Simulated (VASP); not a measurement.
# Cu (I4/mmm) in VASP: notebook

Cu is run at these levels: LDA; tasks: single point.

Everything below comes from runs of VASP 6.6.1. Logs are shortened: lines on timing, memory, paths and dates and some standing lists are left out, and cuts for length are marked.

## 1. The cell of the first run

The structure is tetragonal, space group I4/mmm (No. 139). The conventional cell has a = 2.863 Å, b = 2.863 Å, c = 2.773 Å, α = 90.00°, β = 90.00°, γ = 90.00°. Within 3.2 Å of Cu (site symmetry 4/mmm) lie 14 Cu at 2.45 to 2.86 Å.

## 2. Single point, LDA (11.37 Å³/atom)

INCAR reads:

```
SYSTEM = Cu
ALGO = Normal ; EDIFF = 1E-7
ENCUT = 520 ; ISIF = 2
ISMEAR = 0 ; LASPH = .TRUE.
LCHARG = .TRUE. ; LELF = .TRUE.
LREAL = .FALSE. ; LVHAR = .TRUE.
LWAVE = .FALSE. ; NBANDS = 12
NELM = 80 ; PREC = Accurate
SIGMA = 0.15
```

KPOINTS reads:

```
k-points
0
G
  24 24 24
  0 0 0
```

POSCAR reads:

```
Cu
1.0
   -1.4317218259      1.4317218259      1.3863362440
    1.4317218259     -1.4317218259      1.3863362440
    1.4317218259      1.4317218259     -1.3863362440
Cu
1
Direct
    0.0000000000      0.0000000000      0.0000000000
```

Potentials or basis: VASP PAW LDA potentials, release 64 (Cu).

Run with:

```bash
cat potpaw_LDA.64/Cu/POTCAR > POTCAR
mpirun -np 1 vasp_std > vasp.out
```

OUTCAR:

```text
SYSTEM = Cu
   EDIFF = 1E-7
   ENCUT = 520
   ISIF = 2
   ISMEAR = 0
   LASPH = .TRUE.
   LREAL = .FALSE.
   NELM = 80
   PREC = Accurate

 ion  position               nearest neighbor table
   1  0.000  0.000  0.000-

  LATTYP: Found a body centered tetragonal cell.
 ALAT       =     2.8634436518
 C/A-ratio  =     0.9683000000

  Lattice vectors:

 A1 = (  -1.4317218259,   1.4317218259,   1.3863362440)
 A2 = (   1.4317218259,  -1.4317218259,   1.3863362440)
 A3 = (   1.4317218259,   1.4317218259,  -1.3863362440)

Analysis of symmetry for initial positions (statically):
=====================================================================
 Subroutine PRICEL returns:
 Original cell was already a primitive cell.

 Routine SETGRP: Setting up the symmetry group for a
 body centered tetragonal supercell.

 Subroutine GETGRP returns: Found 16 space group operations
 (whereof 16 operations were pure point group operations)
 out of a pool of 16 trial point group operations.

The static configuration has the point symmetry D_4h.

Analysis of symmetry for dynamics (positions and initial velocities):
=====================================================================
 Subroutine PRICEL returns:
 Original cell was already a primitive cell.

 Routine SETGRP: Setting up the symmetry group for a
 body centered tetragonal supercell.

 Subroutine GETGRP returns: Found 16 space group operations
 (whereof 16 operations were pure point group operations)
 out of a pool of 16 trial point group operations.

The dynamic configuration has the point symmetry D_4h.

 Subroutine INISYM returns: Found 16 space group operations
 (whereof 16 operations are pure point group operations),
 and found     1 'primitive' translations

----------------------------------------------------------------------------------------

                                     Primitive cell

  volume of cell :      11.3670

  direct lattice vectors                    reciprocal lattice vectors
    -1.431721826  1.431721826  1.386336244     0.000000000  0.349229851  0.360662864
     1.431721826 -1.431721826  1.386336244     0.349229851  0.000000000  0.360662864
     1.431721826  1.431721826 -1.386336244     0.349229851  0.349229851  0.000000000

  length of vectors
     2.453891390  2.453891390  2.453891390     0.502035049  0.502035049  0.493885592

  position of ions in fractional coordinates (direct lattice)
     0.000000000  0.000000000  0.000000000

  ion indices of the primitive-cell ions
   primitive index   ion index
                 1           1

----------------------------------------------------------------------------------------

 KPOINTS: k-points

Automatic generation of k-mesh.
 Grid dimensions read from file:
 generate k-points for:   24   24   24

 Generating k-lattice:

  Cartesian coordinates                     Fractional coordinates (reciprocal lattice)
     0.000000000  0.014551244  0.015027619     0.041666667  0.000000000 -0.000000000
     0.014551244  0.000000000  0.015027619     0.000000000  0.041666667 -0.000000000
     0.014551244  0.014551244  0.000000000     0.000000000  0.000000000  0.041666667

  Length of vectors
     0.020918127  0.020918127  0.020578566

  Shift w.r.t. Gamma in fractional coordinates (k-lattice)
     0.000000000  0.000000000  0.000000000

 Subroutine IBZKPT returns following result:
 ===========================================

 Found   1063 irreducible k-points:

 Following reciprocal coordinates:
            Coordinates               Weight
  0.000000  0.000000  0.000000      1.000000
  0.041667  0.000000 -0.000000      8.000000
  0.083333  0.000000 -0.000000      8.000000
  0.125000  0.000000 -0.000000      8.000000
  0.166667  0.000000 -0.000000      8.000000
  0.208333  0.000000 -0.000000      8.000000
[... 16 lines left out ...]
  0.416667  0.041667 -0.000000     16.000000
  0.458333  0.041667 -0.000000     16.000000
 [... further k-points ...]
   k-points           NKPTS =   1063   k-points in BZ     NKDIM =   1063   number of bands    NBANDS=     12
   number of dos      NEDOS =    301   number of ions     NIONS =      1
   total plane-waves  NPLWV =   5832
   dimension x,y,z NGX =    18 NGY =   18 NGZ =   18
   dimension x,y,z NGXF=    36 NGYF=   36 NGZF=   36
   ions per type =               1
   NGX,Y,Z   is equivalent  to a cutoff of  12.19, 12.19, 12.19 a.u.
   NGXF,Y,Z  is equivalent  to a cutoff of  24.39, 24.39, 24.39 a.u.
 SYSTEM =  Cu
   PREC   = accura    normal or accurate (medium, high low for compatibility)
   ISTART =      0    job   : 0-new  1-cont  2-samecut
   ICHARG =      2    charge: 1-file 2-atom 10-const
   ISPIN  =      1    spin polarized calculation?
   LNONCOLLINEAR =      F non collinear calculations
   LSORBIT =      F    spin-orbit coupling
   LASPH  =      T    aspherical Exc in radial PAW
   ENCUT  =  520.0 eV  38.22 Ry    6.18 a.u.   4.56  4.56  4.56*2*pi/ulx,y,z
   NELM   =     80;   NELMIN=  2; NELMDL= -5     # of ELM steps
   EDIFF  = 0.1E-06   stopping-criterion for ELM
   LREAL  =      F    real-space projection
   EDIFFG = 0.1E-05   stopping-criterion for IOM
   NSW    =      0    number of steps for IOM
   IBRION =     -1    ionic relax: 0-MD 1-quasi-New 2-CG
   NFREE  =      0    steps in history (QN), initial steepest desc. (CG)
   ISIF   =      2    stress and relaxation
   ISYM   =      2    0-nonsym 1-usesym 2-fastsym
   POTIM  = 0.5000    time-step for ionic-motion
   TEBEG  =    0.0;   TEEND  =   0.0 temperature during run
   PSTRESS=    0.0 pullay stress
   NELECT =      11.0000    total number of electrons
   NUPDOWN=      -1.0000    fix difference up-down
   EMIN   =  10.00;   EMAX   =-10.00  energy-range for DOS
   EFERMI =   0.00;   METHOD = LEGACY
   ISMEAR =     0;   SIGMA  =   0.15  broadening in eV -4-tet -1-fermi 0-gaus
   EFERMI_NEDOS =   21; number of points for ismear=-14 and -15
   IALGO  =     38    algorithm
   IMIX   =      4    mixing-type and parameters
     AMIX     =   0.40;   BMIX     =  1.00
     AMIX_MAG =   1.60;   BMIX_MAG =  1.00
  volume/ion in A,a.u.               =      11.37        76.71
  Fermi-wavevector in a.u.,A,eV,Ry     =   1.619287  3.060008 35.675696  2.622090
  Thomas-Fermi vector in A             =   2.713412
   LORBIT       =      0    0 simple, 1 ext, 2 COOP (PROOUT), +10 PAW based schemes
   GGA     = CA    functional components
   LHFCALC =     F    Hartree Fock is set to
   AEXX    =    0.0000 exact exchange contribution
   IVDW    =     0    specifies the selected vdW correction
   LEPSILON=     F    determine dielectric tensor
   LRPA    =     F    only Hartree local field effects (RPA)
 non-spin polarized calculation
 Gauss-broadening in eV      SIGMA  =   0.15
  energy-cutoff  :      520.00
  volume of cell :       11.37
 maximum number of plane-waves:       325
   NGX =  9   NGY =  9   NGZ =  9

 number of electron      10.9999996 magnetization

 Free energy of the ion-electron system (eV)
  ---------------------------------------------------
  ext. energy  EPLUGINS =         0.00000000
  ---------------------------------------------------
  free energy    TOTEN  =        -4.66211076 eV

  energy without entropy =       -4.65764097  energy(sigma->0) =       -4.65987586

 E-fermi :   7.8280     XC(G=0): -13.3293

 val. band max:        7.8264966769   @ k =  -0.2917  -0.2917   0.2083
 cond. band min:       7.8307540597   @ k =   0.5000   0.5000   0.0833
 fundamental gap:      0.0042573828
 Fermi energy:         7.8280265310

 k-point     1 :       0.0000    0.0000    0.0000
  band No.  band energies     occupation
      1      -1.8096      2.00000
      2       4.4638      2.00000
      3       4.5989      2.00000
      4       4.5989      2.00000
      5       5.5660      2.00000
      6       5.7088      2.00000
      7      33.0272      0.00000
      8      33.0272      0.00000
      9      33.8418      0.00000
     10      36.7573      0.00000
     11      36.7573      0.00000
     12      37.1251      0.00000

 k-point     2 :       0.0417    0.0000   -0.0000
  band No.  band energies     occupation
      1      -1.7399      2.00000
      2       4.4688      2.00000
      3       4.5978      2.00000
      4       4.6076      2.00000
      5       5.5651      2.00000
      6       5.6984      2.00000
      7      32.5489      0.00000
      8      32.8403      0.00000
      9      33.3508      0.00000
     10      35.7121      0.00000
     11      35.8562      0.00000
     12      36.2886      0.00000

 k-point     3 :       0.0833    0.0000   -0.0000
  band No.  band energies     occupation
      1      -1.5321      2.00000
      2       4.4554      2.00000
      3       4.5926      2.00000
      4       4.6618      2.00000
      5       5.5602      2.00000
      6       5.6734      2.00000
      7      30.9177      0.00000
      8      32.3811      0.00000
      9      32.4281      0.00000
     10      34.2932      0.00000
     11      35.0264      0.00000
     12      35.8384      0.00000
[... 286 lines left out ...]
 k-point    23 :       0.4167    0.0417   -0.0000
  band No.  band energies     occupation
      1       2.5232      2.00000
      2       3.7771      2.00000
      3       5.5477      2.00000
      4       5.7480      2.00000
      5       6.1113      2.00000
      6       6.8944      2.00000
      7      13.5698      0.00000
      8      24.8929      0.00000
      9      25.5590      0.00000
     10      29.9846      0.00000
     11      32.9459      0.00000
     12      41.1977      0.00000

 k-point    24 :       0.4583    0.0417   -0.0000
  band No.  band energies     occupation
      1       2.5723      2.00000
      2       3.7523      2.00000
      3       5.5917      2.00000
      4       5.7557      2.00000
      5       6.2538      2.00000
      6       7.4222      1.99987
      7      12.6248      0.00000
      8      24.6876      0.00000
      9      25.3831      0.00000
     10      29.9249      0.00000
     11      32.9403      0.00000
     12      41.7596      0.00000

 [... further k-points ...]

------------------------ aborting loop because EDIFF is reached ----------------------------------------

  FORCE on cell =-STRESS in cart. coord.  units (eV):
  Direction    XX          YY          ZZ          XY          YZ          ZX
  --------------------------------------------------------------------------------------
  -------------------------------------------------------------------------------------
  Total       -0.4076991     -0.4076991     -0.4236484      0.0000000      0.0000000     -0.0000000
  in kB      -57.4651352    -57.4651352    -59.7131890      0.0000000      0.0000000     -0.0000000
  external PRESSURE =     -58.2144865 kB  Pullay stress =       0.0000000 kB

 VOLUME and BASIS-vectors are now :
 -----------------------------------------------------------------------------
  energy-cutoff  :      520.00
  volume of cell :       11.37
      direct lattice vectors                 reciprocal lattice vectors
    -1.431721826  1.431721826  1.386336244     0.000000000  0.349229851  0.360662864
     1.431721826 -1.431721826  1.386336244     0.349229851  0.000000000  0.360662864
     1.431721826  1.431721826 -1.386336244     0.349229851  0.349229851  0.000000000

 POSITION                                       TOTAL-FORCE (eV/Angst)
 -----------------------------------------------------------------------------------
      0.00000      0.00000      0.00000        -0.000000      0.000000     -0.000000
 -----------------------------------------------------------------------------------
    total drift:                                0.000000      0.000000      0.000000

  FREE ENERGIE OF THE ION-ELECTRON SYSTEM (eV)
  ---------------------------------------------------
  free  energy   TOTEN  =        -4.6621107641 eV

  energy  without entropy=       -4.6576409653  energy(sigma->0) =       -4.65987586
```

Wall time 42 s (1 thread of Intel Xeon 6975P-C (Granite Rapids), shared host); peak memory 0.24 GiB.

What came out:

| Property | Result |
| --- | --- |
| Free energy | -4.6621 eV |
| Pressure | -5.8 GPa |
| Band gap on the k mesh | zero (an odd number of electrons rules out a gap without spin polarisation) |

Caveat: the cell stands under tension.

## 3. Single point, LDA (10.93 Å³/atom)

This run uses another cell than the first one, of 10.93 Å³/atom.

INCAR reads:

```
SYSTEM = Cu
PREC = Accurate
ENCUT = 520
EDIFF = 1E-6
ISMEAR = 0
SIGMA = 0.15
LREAL = .False.
LASPH = .True.
NELM = 80
ALGO = Fast
ISIF = 2
LWAVE = .False.
LCHARG = .False.
NBANDS = 12
```

KPOINTS reads:

```
regular mesh
0
Gamma
  24 24 24
  0 0 0
```

POSCAR reads:

```
Cu
1.0
   -1.3849888966      1.3849888966      1.4244610801
    1.3849888966     -1.3849888966      1.4244610801
    1.3849888966      1.3849888966     -1.4244610801
Cu
1
Direct
    0.0000000000      0.0000000000      0.0000000000
```

Potentials or basis: VASP PAW LDA potentials, release 64 (Cu).

Run with:

```bash
cat potpaw_LDA.64/Cu/POTCAR > POTCAR
mpirun -np 1 vasp_std > vasp.out
```

OUTCAR:

```text
SYSTEM = Cu
   PREC = Accurate
   ENCUT = 520
   EDIFF = 1E-6
   ISMEAR = 0
   LREAL = .False.
   LASPH = .True.
   NELM = 80
   ISIF = 2

 ion  position               nearest neighbor table
   1  0.000  0.000  0.000-

  LATTYP: Found a body centered tetragonal cell.
 ALAT       =     2.7699777932
 C/A-ratio  =     1.0285000000

  Lattice vectors:

 A1 = (  -1.3849888966,   1.3849888966,   1.4244610801)
 A2 = (   1.3849888966,  -1.3849888966,   1.4244610801)
 A3 = (   1.3849888966,   1.3849888966,  -1.4244610801)
[... 539 lines left out ...]
     12      42.5493      0.00000

 [... further k-points ...]

------------------------ aborting loop because EDIFF is reached ----------------------------------------

  FORCE on cell =-STRESS in cart. coord.  units (eV):
  Direction    XX          YY          ZZ          XY          YZ          ZX
  --------------------------------------------------------------------------------------
  -------------------------------------------------------------------------------------
  Total        0.0850254      0.0850254      0.1141223      0.0000000      0.0000000      0.0000000
  in kB       12.4639618     12.4639618     16.7293063      0.0000000      0.0000000      0.0000000
  external PRESSURE =      13.8857433 kB  Pullay stress =       0.0000000 kB

 VOLUME and BASIS-vectors are now :
 -----------------------------------------------------------------------------
  energy-cutoff  :      520.00
  volume of cell :       10.93
      direct lattice vectors                 reciprocal lattice vectors
    -1.384988897  1.384988897  1.424461080     0.000000000  0.361013725  0.351009941
     1.384988897 -1.384988897  1.424461080     0.361013725  0.000000000  0.351009941
     1.384988897  1.384988897 -1.424461080     0.361013725  0.361013725  0.000000000

 POSITION                                       TOTAL-FORCE (eV/Angst)
 -----------------------------------------------------------------------------------
      0.00000      0.00000      0.00000         0.000000      0.000000      0.000000
 -----------------------------------------------------------------------------------
    total drift:                                0.000000      0.000000      0.000000

  FREE ENERGIE OF THE ION-ELECTRON SYSTEM (eV)
  ---------------------------------------------------
  free  energy   TOTEN  =        -4.6691536725 eV

  energy  without entropy=       -4.6650101170  energy(sigma->0) =       -4.66708189
```

It took 55 s on 1 thread of Intel Xeon 6975P-C (Granite Rapids), shared host; peak memory 0.23 GiB.

Results:

```yaml
Free_energy: -4.6692 eV
Pressure: 1.4 GPa
Band_gap_on_the_k_mesh: zero (an odd number of electrons rules out a gap without spin polarisation)
```

Stress tensor (GPa, compression positive):
```
1.25 0.00 0.00
0.00 1.25 0.00
0.00 0.00 1.67
```

Levels at points of the mesh, in eV from the Fermi level:
```tsv
k point	band 4	band 5	band 6	band 7	band 8	band 9
(0.00, 0.00, 0.00)	-3.34	-2.33	-2.21	25.46	26.05	26.05
(0.50, 0.00, 0.00)	-2.14	-1.45	-0.85	4.65	18.40	18.67
(0.50, 0.50, 0.00)	-2.10	-1.43	-0.63	4.96	17.66	17.82
(0.50, 0.50, 0.50)	-1.62	-1.62	7.76	8.85	8.85	13.93
```

(Continued in part 2 of 3.)
